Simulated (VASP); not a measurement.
# Si (a cell with a defect) in VASP: single point with LDA

Aim: the single point of Si (a cell with a defect) with LDA.

Everything below comes from runs of VASP 6.6.1. Logs are shortened: lines on timing, memory, paths and dates and some standing lists are left out, and cuts for length are marked.

## (1) The cell of the first run

The cell holds a defect, 31 atoms: a = 9.356 Å, b = 9.356 Å, c = 9.356 Å, α = 109.47°, β = 109.47°, γ = 109.47°.

## (2) Single point, LDA (atoms taken out, then relaxed in part)

INCAR

```
PREC = Accurate
ENCUT = 400
EDIFF = 1E-6
ISMEAR = 0
SIGMA = 0.02
LREAL = Auto
LASPH = True
NELM = 120
ALGO = Normal
ISIF = 2
LWAVE = False
LCHARG = True
LELF = True
LVHAR = True
NELECT = 122.0
NBANDS = 83
GGA_COMPAT = False
```

KPOINTS

```
Automatic mesh
0
Gamma
  2 2 2
  0.5 0.5 0.5
```

POSCAR

```
Si
1.0
   -5.4019422754     -5.4019422754      5.4019422754
    5.4019422754     -5.4019422754     -5.4019422754
    5.4019422754      5.4019422754      5.4019422754
Si
31
Direct
    0.2500000000      0.7500000000      0.4953465758
    0.0046463198      0.7500000000      0.0026980521
    0.5026980521      0.5046463198      0.7500000000
    0.2500000000      0.5046463198      0.0026980521
   -0.0026980521      0.4973019479      0.2519482677
    0.7500000000      0.7500000000      0.2500000000
    0.5026980521      0.7500000000      0.5046463198
    0.0046463198      0.0026980521      0.7500000000
    0.7500000000      0.2500000000      0.7500000000
    0.4953536802      0.2480517323     -0.0046463198
    0.2500000000      0.2500000000      0.2500000000
   -0.0026980521      0.2519482677      0.4973019479
    0.7519482677      0.4973019479      0.4973019479
    0.7480517323     -0.0046463198     -0.0046463198
    0.4953536802     -0.0046463198      0.2480517323
    0.2500000000      0.0026980521      0.5046463198
   -0.0046534242      0.7500000000      0.7500000000
    0.5015813685      0.5001925454      0.5001925454
    0.2500000000      0.4953465758      0.7500000000
    0.0001925454      0.5001925454      0.0015813685
    0.7513888231      0.7500000000     -0.0001925454
    0.4998074546      0.7500000000      0.2513888231
    0.0001925454      0.0015813685      0.5001925454
    0.7486111769      0.2486111769      0.4984186315
    0.4998074546      0.2513888231      0.7500000000
    0.2500000000      0.2513888231     -0.0001925454
   -0.0015813685      0.2486111769      0.2486111769
    0.7486111769      0.4984186315      0.2486111769
    0.7513888231     -0.0001925454      0.7500000000
    0.5046534242      0.0046534242      0.0046534242
    0.2500000000     -0.0001925454      0.2513888231
```

Potentials or basis: VASP PAW LDA potentials, release 64 (Si).

On the command line:

```
$ cat potpaw_LDA.64/Si/POTCAR > POTCAR
$ mpirun -np 1 vasp_std > vasp.out
```

OUTCAR:

```text
PREC = Accurate
   ENCUT = 400
   EDIFF = 1E-6
   ISMEAR = 0
   LREAL = Auto
   LASPH = True
   NELM = 120
   ISIF = 2
   NELECT = 122.0

 ion  position               nearest neighbor table
   1  0.250  0.750  0.495-   5 2.34   7 2.34  16 2.34
   2  0.005  0.750  0.003-  20 2.32  31 2.32  17 2.34  21 2.36
   3  0.503  0.505  0.750-  18 2.32  21 2.32  19 2.34  25 2.36
   4  0.250  0.505  0.003-  20 2.32  22 2.32  19 2.34  26 2.36
   5  0.997  0.497  0.252-  27 2.32  28 2.32   1 2.34  20 2.36
   6  0.750  0.750  0.250-  21 2.35  22 2.35  23 2.35  28 2.35
   7  0.503  0.750  0.505-  18 2.32  29 2.32   1 2.34  22 2.36
   8  0.005  0.003  0.750-  23 2.32  26 2.32  17 2.34  29 2.36
   9  0.750  0.250  0.750-  24 2.35  20 2.35  25 2.35  29 2.35
  10  0.495  0.248  0.995-  25 2.32  26 2.32  30 2.34  28 2.36
  11  0.250  0.250  0.250-  18 2.35  26 2.35  27 2.35  31 2.35
  12  0.997  0.252  0.497-  24 2.32  27 2.32  19 2.34  23 2.36
  13  0.752  0.497  0.497-  24 2.32  28 2.32  17 2.34  18 2.36
  14  0.748  0.995  0.995-  21 2.32  29 2.32  30 2.34  27 2.36
  15  0.495  0.995  0.248-  31 2.32  22 2.32  30 2.34  24 2.36
  16  0.250  0.003  0.505-  23 2.32  25 2.32   1 2.34  31 2.36
  17  0.995  0.750  0.750-   2 2.34   8 2.34  13 2.34
  18  0.502  0.500  0.500-   3 2.32   7 2.32  11 2.35  13 2.36
  19  0.250  0.495  0.750-   3 2.34   4 2.34  12 2.34
  20  0.000  0.500  0.002-   2 2.32   4 2.32   9 2.35   5 2.36
  21  0.751  0.750  1.000-   3 2.32  14 2.32   6 2.35   2 2.36
  22  0.500  0.750  0.251-  15 2.32   4 2.32   6 2.35   7 2.36
  23  0.000  0.002  0.500-   8 2.32  16 2.32   6 2.35  12 2.36
  24  0.749  0.249  0.498-  12 2.32  13 2.32   9 2.35  15 2.36
  25  0.500  0.251  0.750-  10 2.32  16 2.32   9 2.35   3 2.36
  26  0.250  0.251  1.000-   8 2.32  10 2.32  11 2.35   4 2.36
  27  0.998  0.249  0.249-   5 2.32  12 2.32  11 2.35  14 2.36
  28  0.749  0.498  0.249-   5 2.32  13 2.32   6 2.35  10 2.36
  29  0.751  1.000  0.750-   7 2.32  14 2.32   9 2.35   8 2.36
  30  0.505  0.005  0.005-  10 2.34  14 2.34  15 2.34
  31  0.250  1.000  0.251-  15 2.32   2 2.32  11 2.35  16 2.36

  LATTYP: Found a body centered cubic cell.
 ALAT       =    10.8038845508

  Lattice vectors:

 A1 = (  -5.4019422754,  -5.4019422754,   5.4019422754)
 A2 = (   5.4019422754,  -5.4019422754,  -5.4019422754)
 A3 = (   5.4019422754,   5.4019422754,   5.4019422754)

Analysis of symmetry for initial positions (statically):
=====================================================================
 Subroutine PRICEL returns:
 Original cell was already a primitive cell.

 Routine SETGRP: Setting up the symmetry group for a
 body centered cubic supercell.

 Subroutine GETGRP returns: Found 24 space group operations
 (whereof  2 operations were pure point group operations)
 out of a pool of 48 trial point group operations.

The static configuration has the point symmetry C_1h.
 The point group associated with its full space group is T_d .

Analysis of symmetry for dynamics (positions and initial velocities):
=====================================================================
 Subroutine PRICEL returns:
 Original cell was already a primitive cell.

 Routine SETGRP: Setting up the symmetry group for a
 body centered cubic supercell.

 Subroutine GETGRP returns: Found 24 space group operations
 (whereof  2 operations were pure point group operations)
 out of a pool of 48 trial point group operations.

The dynamic configuration has the point symmetry C_1h.
 The point group associated with its full space group is T_d .

 Subroutine INISYM returns: Found 24 space group operations
 (whereof  2 operations are pure point group operations),
 and found     1 'primitive' translations

----------------------------------------------------------------------------------------

                                     Primitive cell

  volume of cell :     630.5359

  direct lattice vectors                    reciprocal lattice vectors
    -5.401942275 -5.401942275  5.401942275     0.000000000 -0.092559301  0.092559301
     5.401942275 -5.401942275 -5.401942275     0.092559301 -0.092559301  0.000000000
     5.401942275  5.401942275  5.401942275     0.092559301  0.000000000  0.092559301

  length of vectors
     9.356438481  9.356438481  9.356438481     0.130898619  0.130898619  0.130898619

  position of ions in fractional coordinates (direct lattice)
     0.250000000  0.750000000  0.495346576
     0.004646320  0.750000000  0.002698052
     0.502698052  0.504646320  0.750000000
     0.250000000  0.504646320  0.002698052
     0.997301948  0.497301948  0.251948268
     0.750000000  0.750000000  0.250000000
[... 23 lines left out ...]
     0.504653424  0.004653424  0.004653424
     0.250000000  0.999807455  0.251388823

  ion indices of the primitive-cell ions
   primitive index   ion index
                 1           1
                 2           2
                 3           3
                 4           4
                 5           5
                 6           6
[... 23 lines left out ...]
                30          30
                31          31

----------------------------------------------------------------------------------------

 KPOINTS: Automatic mesh

Automatic generation of k-mesh.
 Grid dimensions read from file:
 generate k-points for:    2    2    2

 Generating k-lattice:

  Cartesian coordinates                     Fractional coordinates (reciprocal lattice)
     0.000000000 -0.046279650  0.046279650     0.500000000  0.000000000  0.000000000
     0.046279650 -0.046279650  0.000000000     0.000000000  0.500000000  0.000000000
     0.046279650  0.000000000  0.046279650     0.000000000  0.000000000  0.500000000

  Length of vectors
     0.065449309  0.065449309  0.065449309

  Shift w.r.t. Gamma in fractional coordinates (k-lattice)
     0.500000000  0.500000000  0.500000000

 Subroutine IBZKPT returns following result:
 ===========================================

 Found      2 irreducible k-points:

 Following reciprocal coordinates:
            Coordinates               Weight
  0.250000  0.250000  0.250000      2.000000
 -0.250000  0.250000  0.250000      6.000000
   k-points           NKPTS =      2   k-points in BZ     NKDIM =      2   number of bands    NBANDS=     83
   number of dos      NEDOS =    301   number of ions     NIONS =     31
   total plane-waves  NPLWV = 262144
   dimension x,y,z NGX =    64 NGY =   64 NGZ =   64
   dimension x,y,z NGXF=   128 NGYF=  128 NGZF=  128
   ions per type =              31
   NGX,Y,Z   is equivalent  to a cutoff of  11.37, 11.37, 11.37 a.u.
   NGXF,Y,Z  is equivalent  to a cutoff of  22.74, 22.74, 22.74 a.u.
 SYSTEM =  unknown system
   PREC   = accura    normal or accurate (medium, high low for compatibility)
   ISTART =      0    job   : 0-new  1-cont  2-samecut
   ICHARG =      2    charge: 1-file 2-atom 10-const
   ISPIN  =      1    spin polarized calculation?
   LNONCOLLINEAR =      F non collinear calculations
   LSORBIT =      F    spin-orbit coupling
   LASPH  =      T    aspherical Exc in radial PAW
   ENCUT  =  400.0 eV  29.40 Ry    5.42 a.u.  15.26 15.26 15.26*2*pi/ulx,y,z
   NELM   =    120;   NELMIN=  2; NELMDL= -5     # of ELM steps
   EDIFF  = 0.1E-05   stopping-criterion for ELM
   LREAL  =      T    real-space projection
   EDIFFG = 0.1E-04   stopping-criterion for IOM
   NSW    =      0    number of steps for IOM
   IBRION =     -1    ionic relax: 0-MD 1-quasi-New 2-CG
   NFREE  =      0    steps in history (QN), initial steepest desc. (CG)
   ISIF   =      2    stress and relaxation
   ISYM   =      2    0-nonsym 1-usesym 2-fastsym
   POTIM  = 0.5000    time-step for ionic-motion
   TEBEG  =    0.0;   TEEND  =   0.0 temperature during run
   PSTRESS=    0.0 pullay stress
   NELECT =     122.0000    total number of electrons
   NUPDOWN=      -1.0000    fix difference up-down
   EMIN   =  10.00;   EMAX   =-10.00  energy-range for DOS
   EFERMI =   0.00;   METHOD = LEGACY
   ISMEAR =     0;   SIGMA  =   0.02  broadening in eV -4-tet -1-fermi 0-gaus
   EFERMI_NEDOS =   21; number of points for ismear=-14 and -15
   IALGO  =     38    algorithm
   IMIX   =      4    mixing-type and parameters
     AMIX     =   0.40;   BMIX     =  1.00
     AMIX_MAG =   1.60;   BMIX_MAG =  1.00
  volume/ion in A,a.u.               =      20.34       137.26
  Fermi-wavevector in a.u.,A,eV,Ry     =   0.946873  1.789330 12.198542  0.896568
  Thomas-Fermi vector in A             =   2.074912
   LORBIT       =      0    0 simple, 1 ext, 2 COOP (PROOUT), +10 PAW based schemes
   GGA     = CA    functional components
   LHFCALC =     F    Hartree Fock is set to
   AEXX    =    0.0000 exact exchange contribution
   IVDW    =     0    specifies the selected vdW correction
   LEPSILON=     F    determine dielectric tensor
   LRPA    =     F    only Hartree local field effects (RPA)
 non-spin polarized calculation
 Gauss-broadening in eV      SIGMA  =   0.02
  energy-cutoff  :      400.00
  volume of cell :      630.54
 maximum number of plane-waves:     11466
 NGX is ok and might be reduce to    64
   NGX = 31   NGY = 31   NGZ = 31

 number of electron     122.0000004 magnetization

 Free energy of the ion-electron system (eV)
  ---------------------------------------------------
  ext. energy  EPLUGINS =         0.00000000
  ---------------------------------------------------
  free energy    TOTEN  =      -192.00790799 eV

  energy without entropy =     -192.00790799  energy(sigma->0) =     -192.00790799

 E-fermi :   5.0040     XC(G=0):  -9.4877

 val. band max:        4.8644195325   @ k =   0.2500   0.2500   0.2500
 cond. band min:       5.5105419728   @ k =  -0.2500   0.2500   0.2500
 fundamental gap:      0.6461224402
 Fermi energy:         5.0040156976

 k-point     1 :       0.2500    0.2500    0.2500
  band No.  band energies     occupation
      1      -5.5974      2.00000
      2      -5.5974      2.00000
      3      -5.5974      2.00000
      4      -5.3325      2.00000
      5      -3.6640      2.00000
      6      -3.6640      2.00000
[... 65 lines left out ...]
     72       7.3181      0.00000
     73       7.3181      0.00000

 k-point     2 :      -0.2500    0.2500    0.2500
  band No.  band energies     occupation
      1      -6.0685      2.00000
      2      -5.0803      2.00000
      3      -5.0803      2.00000
      4      -5.0405      2.00000
      5      -4.8168      2.00000
      6      -4.2372      2.00000
[... 65 lines left out ...]
     72       7.9618      0.00000
     73       7.9618      0.00000
 [bands above 73 left out]

------------------------ aborting loop because EDIFF is reached ----------------------------------------

  FORCE on cell =-STRESS in cart. coord.  units (eV):
  Direction    XX          YY          ZZ          XY          YZ          ZX
  --------------------------------------------------------------------------------------
  -------------------------------------------------------------------------------------
  Total      -22.0356043    -22.0356043    -22.0356043     -0.0000000      0.0000000      0.0000000
  in kB      -55.9919687    -55.9919687    -55.9919687     -0.0000000      0.0000000      0.0000000
  external PRESSURE =     -55.9919687 kB  Pullay stress =       0.0000000 kB

 VOLUME and BASIS-vectors are now :
 -----------------------------------------------------------------------------
  energy-cutoff  :      400.00
  volume of cell :      630.54
      direct lattice vectors                 reciprocal lattice vectors
    -5.401942275 -5.401942275  5.401942275     0.000000000 -0.092559301  0.092559301
     5.401942275 -5.401942275 -5.401942275     0.092559301 -0.092559301  0.000000000
     5.401942275  5.401942275  5.401942275     0.092559301  0.000000000  0.092559301

 POSITION                                       TOTAL-FORCE (eV/Angst)
 -----------------------------------------------------------------------------------
      5.37680     -2.72611     -0.02514        -0.013774     -0.013774     -0.013774
      4.04093     -4.06198     -4.01178        -0.008696     -0.008696     -0.011764
      4.06198     -1.39016      4.04093         0.008696      0.011764     -0.008696
      1.39016     -4.06198     -1.36101        -0.011764     -0.008696     -0.008696
     -1.33996     -6.71275      4.06198         0.008696     -0.011764      0.008696
      1.35049     -6.75243      1.35049        -0.000000      0.000000     -0.000000
[... 23 lines left out ...]
     -2.67583     -2.72611      2.72611         0.013774     -0.013774      0.013774
      5.40840     -5.39340     -2.69243         0.011139     -0.006376     -0.006376
 -----------------------------------------------------------------------------------
    total drift:                               -0.000000     -0.000000     -0.000000

  FREE ENERGIE OF THE ION-ELECTRON SYSTEM (eV)
  ---------------------------------------------------
  free  energy   TOTEN  =      -192.0079079852 eV

  energy  without entropy=     -192.0079079852  energy(sigma->0) =     -192.00790799
```

Run time: 2.4 min. Hardware: 1 thread of Intel Xeon Platinum 8259CL at 2.50GHz (Skylake/Cascade Lake), shared host; peak memory 0.41 GiB.

Results:

- Free energy: -192.0079 eV
- Largest force: 0.024 eV/Å

Forces on the atoms (eV/Å):
```
Si  -0.014 -0.014 -0.014
Si  -0.009 -0.009 -0.012
Si   0.009  0.012 -0.009
Si  -0.012 -0.009 -0.009
Si   0.009 -0.012  0.009
Si   0.000  0.000  0.000
Si   0.009  0.009 -0.012
Si  -0.009  0.012  0.009
Si   0.000  0.000  0.000
Si  -0.009  0.009  0.012
Si   0.000  0.000  0.000
Si   0.009 -0.009  0.012
Si   0.012 -0.009  0.009
Si   0.012  0.009 -0.009
Si  -0.009 -0.012 -0.009
Si  -0.012  0.009  0.009
Si   0.014  0.014 -0.014
Si  -0.011  0.006 -0.006
Si  -0.014  0.014  0.014
Si  -0.006  0.011 -0.006
Si   0.006  0.006  0.011
Si  -0.006 -0.006  0.011
Si  -0.006  0.006 -0.011
Si   0.006  0.011  0.006
Si  -0.006 -0.011  0.006
Si   0.011  0.006  0.006
Si  -0.011 -0.006  0.006
Si   0.006 -0.006 -0.011
Si   0.006 -0.011 -0.006
Si   0.014 -0.014  0.014
Si   0.011 -0.006 -0.006
```

Levels at points of the mesh, in eV from the Fermi level:
| k point | band 57 | band 58 | band 59 | band 60 | band 61 | band 62 | band 63 | band 64 | band 65 | band 66 |
| --- | --- | --- | --- | --- | --- | --- | --- | --- | --- | --- |
| (0.25, 0.25, 0.25) | -0.17 | -0.17 | -0.14 | -0.14 | -0.14 | 1.04 | 1.04 | 1.04 | 2.08 | 2.08 |

Caveat: the cell carries a net charge on a neutralising background, which shifts energy and pressure; the cell differs from its parent crystal (atoms taken out, then relaxed in part); the cell is charged against a uniform background, so pressure and absolute levels hang on convention.
